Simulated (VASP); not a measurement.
# GaN (Cmcm) in VASP: single point with r2SCAN

Aim: the single point of GaN with r2SCAN.

Program: VASP 6.6.1. These are calculated values, not measurements. Logs are shortened: lines on timing, memory, paths and dates and some standing lists are left out, and cuts for length are marked.

## Step 1: The cell of the first run

Symmetry: Cmcm, No. 63, orthorhombic system. The conventional cell has a = 3.353 Å, b = 5.716 Å, c = 4.756 Å, α = 90.00°, β = 90.00°, γ = 90.00°. Ga (site symmetry m2m) has 5 N at 1.92 to 2.38 Å within 2.5 Å. Within 2.5 Å of N (site symmetry m2m) lie 5 Ga at 1.92 to 2.38 Å.

## Step 2: Single point, r2SCAN (uniaxial x strain +1.6%)

Contents of POSCAR:

```
GaN
1.0
    3.3525052180      0.0000000000      0.0000000000
   -1.6762526090      2.8579138548      0.0000000000
    0.0000000000      0.0000000000      4.7558752377
Ga N
2 2
Direct
    0.3328343405      0.6656686810      0.2500000000
    0.6671656595      0.3343313190      0.7500000000
    0.6683078147      0.3366156293      0.2500000000
    0.3316921853      0.6633843707      0.7500000000
```

Contents of INCAR.step1:

```
PREC = Accurate
ENCUT = 520
ISMEAR = 0
SIGMA = 0.01
LREAL = F
LASPH = T
NELM = 80
NBANDS = 26
GGA = PE
ALGO = Normal
EDIFF = 1E-4
LWAVE = T
LCHARG = F
```

Contents of INCAR.step2:

```
PREC = Accurate
ENCUT = 520
EDIFF = 1E-6
ISMEAR = 0
SIGMA = 0.01
LREAL = F
LASPH = T
NELM = 80
ALGO = Normal
ISIF = 2
LWAVE = F
LCHARG = F
METAGGA = R2SCAN
LMIXTAU = T
NBANDS = 26
ISTART = 1
```

Contents of KPOINTS:

```
regular mesh
0
Gamma
  12 12 6
```

Potentials or basis: VASP PAW PBE potentials, release 64 (Ga_d, N).

Command:

```
$ cat potpaw_PBE.64/Ga_d/POTCAR potpaw_PBE.64/N/POTCAR > POTCAR
$ cp INCAR.step1 INCAR
$ mpirun -np 1 vasp_std > vasp.out
$ cp INCAR.step2 INCAR
$ mpirun -np 1 vasp_std > vasp.out
```

OUTCAR:

```text
PREC = Accurate
   ENCUT = 520
   EDIFF = 1E-6
   ISMEAR = 0
   LREAL = F
   LASPH = T
   NELM = 80
   ISIF = 2
   METAGGA = R2SCAN
   ISTART = 1

 ion  position               nearest neighbor table
   1  0.333  0.666  0.250-   3 1.92   3 1.92   3 1.92
   2  0.667  0.334  0.750-   4 1.92   4 1.92   4 1.92
   3  0.668  0.337  0.250-   1 1.92   1 1.92   1 1.92
   4  0.332  0.663  0.750-   2 1.92   2 1.92   2 1.92

  Warning from LATTYP: Monoclinic adjustment (A1->A3, A2->A1, A3->A2)!
  LATTYP: Found a base centered orthorhombic cell.
 ALAT       =     3.3525052180
 B/A-ratio  =     1.7049422262
 C/A-ratio  =     1.4186033812

  Lattice vectors:

 A1 = (   1.6762526090,  -2.8579138548,   0.0000000000)
 A2 = (   1.6762526090,   2.8579138548,   0.0000000000)
 A3 = (   0.0000000000,   0.0000000000,   4.7558752377)

Analysis of symmetry for initial positions (statically):
=====================================================================
 Subroutine PRICEL returns:
 Original cell was already a primitive cell.

 Routine SETGRP: Setting up the symmetry group for a
 base centered orthorhombic supercell.

 Subroutine GETGRP returns: Found  8 space group operations
 (whereof  4 operations were pure point group operations)
 out of a pool of  8 trial point group operations.

The static configuration has the point symmetry C_2h.
 The point group associated with its full space group is D_2h.

Analysis of symmetry for dynamics (positions and initial velocities):
=====================================================================
 Subroutine PRICEL returns:
 Original cell was already a primitive cell.

 Routine SETGRP: Setting up the symmetry group for a
 base centered orthorhombic supercell.

 Subroutine GETGRP returns: Found  8 space group operations
 (whereof  4 operations were pure point group operations)
 out of a pool of  8 trial point group operations.

The dynamic configuration has the point symmetry C_2h.
 The point group associated with its full space group is D_2h.

 Subroutine INISYM returns: Found  8 space group operations
 (whereof  4 operations are pure point group operations),
 and found     1 'primitive' translations

----------------------------------------------------------------------------------------

                                     Primitive cell

  volume of cell :      45.5669

  direct lattice vectors                    reciprocal lattice vectors
     3.352505218  0.000000000  0.000000000     0.298284398  0.174952789  0.000000000
    -1.676252609  2.857913855  0.000000000     0.000000000  0.349905578  0.000000000
     0.000000000  0.000000000  4.755875238     0.000000000  0.000000000  0.210266239

  length of vectors
     3.352505218  3.313230208  4.755875238     0.345806391  0.349905578  0.210266239

  position of ions in fractional coordinates (direct lattice)
     0.332834340  0.665668681  0.250000000
     0.667165660  0.334331319  0.750000000
     0.668307815  0.336615629  0.250000000
     0.331692185  0.663384371  0.750000000

  ion indices of the primitive-cell ions
   primitive index   ion index
                 1           1
                 2           2
                 3           3
                 4           4

----------------------------------------------------------------------------------------

 KPOINTS: regular mesh

Automatic generation of k-mesh.
 Grid dimensions read from file:
 generate k-points for:   12   12    6

 Generating k-lattice:

  Cartesian coordinates                     Fractional coordinates (reciprocal lattice)
     0.024857033  0.014579399  0.000000000     0.083333333 -0.000000000  0.000000000
     0.000000000  0.029158798  0.000000000     0.000000000  0.083333333  0.000000000
     0.000000000  0.000000000  0.035044373     0.000000000  0.000000000  0.166666667

  Length of vectors
     0.028817199  0.029158798  0.035044373

  Shift w.r.t. Gamma in fractional coordinates (k-lattice)
     0.000000000  0.000000000  0.000000000

 Subroutine IBZKPT returns following result:
 ===========================================

 Found    172 irreducible k-points:

 Following reciprocal coordinates:
            Coordinates               Weight
  0.000000  0.000000  0.000000      1.000000
  0.083333 -0.000000  0.000000      4.000000
  0.166667 -0.000000  0.000000      4.000000
  0.250000 -0.000000  0.000000      4.000000
  0.333333  0.000000  0.000000      4.000000
  0.416667 -0.000000  0.000000      4.000000
[... 16 lines left out ...]
  0.333333  0.166667  0.000000      4.000000
  0.416667  0.166667  0.000000      4.000000
 [... further k-points ...]
   k-points           NKPTS =    172   k-points in BZ     NKDIM =    172   number of bands    NBANDS=     26
   number of dos      NEDOS =    301   number of ions     NIONS =      4
   total plane-waves  NPLWV =  28224
   dimension x,y,z NGX =    28 NGY =   28 NGZ =   36
   dimension x,y,z NGXF=    56 NGYF=   56 NGZF=   72
   ions per type =               2   2
   NGX,Y,Z   is equivalent  to a cutoff of  13.88, 14.05, 12.58 a.u.
   NGXF,Y,Z  is equivalent  to a cutoff of  27.77, 28.10, 25.17 a.u.
 SYSTEM =  unknown system
   PREC   = accura    normal or accurate (medium, high low for compatibility)
   ISTART =      1    job   : 0-new  1-cont  2-samecut
   ICHARG =      0    charge: 1-file 2-atom 10-const
   ISPIN  =      1    spin polarized calculation?
   LNONCOLLINEAR =      F non collinear calculations
   LSORBIT =      F    spin-orbit coupling
   LASPH  =      T    aspherical Exc in radial PAW
   ENCUT  =  520.0 eV  38.22 Ry    6.18 a.u.   6.23  6.16  8.84*2*pi/ulx,y,z
   NELM   =     80;   NELMIN=  2; NELMDL=  0     # of ELM steps
   EDIFF  = 0.1E-05   stopping-criterion for ELM
   LREAL  =      F    real-space projection
   EDIFFG = 0.1E-04   stopping-criterion for IOM
   NSW    =      0    number of steps for IOM
   IBRION =     -1    ionic relax: 0-MD 1-quasi-New 2-CG
   NFREE  =      0    steps in history (QN), initial steepest desc. (CG)
   ISIF   =      2    stress and relaxation
   ISYM   =      2    0-nonsym 1-usesym 2-fastsym
   POTIM  = 0.5000    time-step for ionic-motion
   TEBEG  =    0.0;   TEEND  =   0.0 temperature during run
   PSTRESS=    0.0 pullay stress
   NELECT =      36.0000    total number of electrons
   NUPDOWN=      -1.0000    fix difference up-down
   EMIN   =  10.00;   EMAX   =-10.00  energy-range for DOS
   EFERMI =   0.00;   METHOD = LEGACY
   ISMEAR =     0;   SIGMA  =   0.01  broadening in eV -4-tet -1-fermi 0-gaus
   EFERMI_NEDOS =   21; number of points for ismear=-14 and -15
   IALGO  =     38    algorithm
   IMIX   =      4    mixing-type and parameters
     AMIX     =   0.40;   BMIX     =  1.00
     AMIX_MAG =   1.60;   BMIX_MAG =  1.00
  volume/ion in A,a.u.               =      11.39        76.88
  Fermi-wavevector in a.u.,A,eV,Ry     =   1.513419  2.859948 31.163307  2.290438
  Thomas-Fermi vector in A             =   2.623213
   LORBIT       =      0    0 simple, 1 ext, 2 COOP (PROOUT), +10 PAW based schemes
   METAGGA = R2SCAN    functional components
   LHFCALC =     F    Hartree Fock is set to
   AEXX    =    0.0000 exact exchange contribution
   IVDW    =     0    specifies the selected vdW correction
   LEPSILON=     F    determine dielectric tensor
   LRPA    =     F    only Hartree local field effects (RPA)
 non-spin polarized calculation
 Gauss-broadening in eV      SIGMA  =   0.01
  energy-cutoff  :      520.00
  volume of cell :       45.57
 maximum number of plane-waves:      1246
 NGX is ok and might be reduce to    28
   NGX = 13   NGY = 13   NGZ = 17

 number of electron      35.9999986 magnetization

 Free energy of the ion-electron system (eV)
  ---------------------------------------------------
  ext. energy  EPLUGINS =         0.00000000
  ---------------------------------------------------
  free energy    TOTEN  =       -42.81573745 eV

  energy without entropy =      -42.81573745  energy(sigma->0) =      -42.81573745

 E-fermi :   5.8182     XC(G=0): -12.6932

 val. band max:        5.7131126642   @ k =   0.0000   0.0000   0.0000
 cond. band min:       7.4338965797   @ k =   0.0000   0.0000   0.0000
 fundamental gap:      1.7207839155
 Fermi energy:         5.8182330113

 k-point     1 :       0.0000    0.0000    0.0000
  band No.  band energies     occupation
      1     -11.6657      2.00000
      2     -10.6791      2.00000
      3      -8.8805      2.00000
      4      -8.8753      2.00000
      5      -8.8725      2.00000
      6      -8.8694      2.00000
[... 18 lines left out ...]
     25      16.6644      0.00000
     26      19.0648      0.00000

 k-point     2 :       0.0833   -0.0000    0.0000
  band No.  band energies     occupation
      1     -11.5980      2.00000
      2     -10.6552      2.00000
      3      -8.8810      2.00000
      4      -8.8651      2.00000
      5      -8.8599      2.00000
      6      -8.8549      2.00000
[... 18 lines left out ...]
     25      16.9018      0.00000
     26      18.3089      0.00000

 k-point     3 :       0.1667   -0.0000    0.0000
  band No.  band energies     occupation
      1     -11.4097      2.00000
      2     -10.5934      2.00000
      3      -8.8745      2.00000
      4      -8.8378      2.00000
      5      -8.8190      2.00000
      6      -8.8110      2.00000
[... 18 lines left out ...]
     25      17.1765      0.00000
     26      17.5870      0.00000

 k-point     4 :       0.2500   -0.0000    0.0000
  band No.  band energies     occupation
      1     -11.1476      2.00000
      2     -10.5190      2.00000
      3      -8.8483      2.00000
      4      -8.7843      2.00000
      5      -8.7629      2.00000
      6      -8.7477      2.00000
[... 18 lines left out ...]
     25      16.9821      0.00000
     26      18.5803      0.00000
[... 496 lines left out ...]
      1     -10.7923      2.00000
      2     -10.4425      2.00000
      3      -8.8067      2.00000
      4      -8.7709      2.00000
      5      -8.7515      2.00000
      6      -8.7429      2.00000
[... 18 lines left out ...]
     25      17.3112      0.00000
     26      18.7511      0.00000

 k-point    23 :       0.3333    0.1667    0.0000
  band No.  band energies     occupation
      1     -10.6313      2.00000
      2     -10.4216      2.00000
      3      -8.7894      2.00000
      4      -8.7759      2.00000
      5      -8.7442      2.00000
      6      -8.7055      2.00000
[... 18 lines left out ...]
     25      16.6900      0.00000
     26      19.0688      0.00000

 k-point    24 :       0.4167    0.1667    0.0000
  band No.  band energies     occupation
      1     -10.5698      2.00000
      2     -10.4198      2.00000
      3      -8.7961      2.00000
      4      -8.7626      2.00000
      5      -8.7422      2.00000
      6      -8.6831      2.00000
[... 18 lines left out ...]
     25      16.9920      0.00000
     26      18.7530      0.00000

 [... further k-points ...]
[... 5 lines left out ...]
  --------------------------------------------------------------------------------------
  -------------------------------------------------------------------------------------
  Total       -1.3769650     -0.4270451     -0.5460043      0.0000000      0.0000000      0.0000000
  in kB      -48.4155011    -15.0153420    -19.1980696      0.0000000      0.0000000      0.0000000
  external PRESSURE =     -27.5429709 kB  Pullay stress =       0.0000000 kB

 VOLUME and BASIS-vectors are now :
 -----------------------------------------------------------------------------
  energy-cutoff  :      520.00
  volume of cell :       45.57
      direct lattice vectors                 reciprocal lattice vectors
     3.352505218  0.000000000  0.000000000     0.298284398  0.174952789  0.000000000
    -1.676252609  2.857913855  0.000000000     0.000000000  0.349905578  0.000000000
     0.000000000  0.000000000  4.755875238     0.000000000  0.000000000  0.210266239

 POSITION                                       TOTAL-FORCE (eV/Angst)
 -----------------------------------------------------------------------------------
      0.00000      1.90242      1.18897         0.000000      0.008379      0.000000
      1.67625      0.95549      3.56691        -0.000000     -0.008379      0.000000
      1.67625      0.96202      1.18897         0.000000      0.005052     -0.000000
     -0.00000      1.89590      3.56691        -0.000000     -0.005052     -0.000000
 -----------------------------------------------------------------------------------
    total drift:                                0.000000     -0.000000     -0.000000

  FREE ENERGIE OF THE ION-ELECTRON SYSTEM (eV)
  ---------------------------------------------------
  free  energy   TOTEN  =       -42.8157374460 eV

  energy  without entropy=      -42.8157374460  energy(sigma->0) =      -42.81573745
```

Run time: 13 min. Hardware: 1 thread of Intel Xeon Platinum 8175M at 2.50GHz (Skylake/Cascade Lake), shared host; peak memory 0.3 GiB.

What came out:

```yaml
Free_energy: -42.8157 eV
Pressure: -2.8 GPa
Largest_force: 0.008 eV/Å
Band_gap_on_the_k_mesh: 1.72 eV, direct
```

Forces on the atoms (eV/Å):
```
Ga   0.000  0.008  0.000
Ga   0.000 -0.008  0.000
N    0.000  0.005  0.000
N    0.000 -0.005  0.000
```

Caveat: the cell differs from its parent crystal (uniaxial x strain +1.6%); the PAW data sets were made with another functional, which shifts forces and pressure a little.
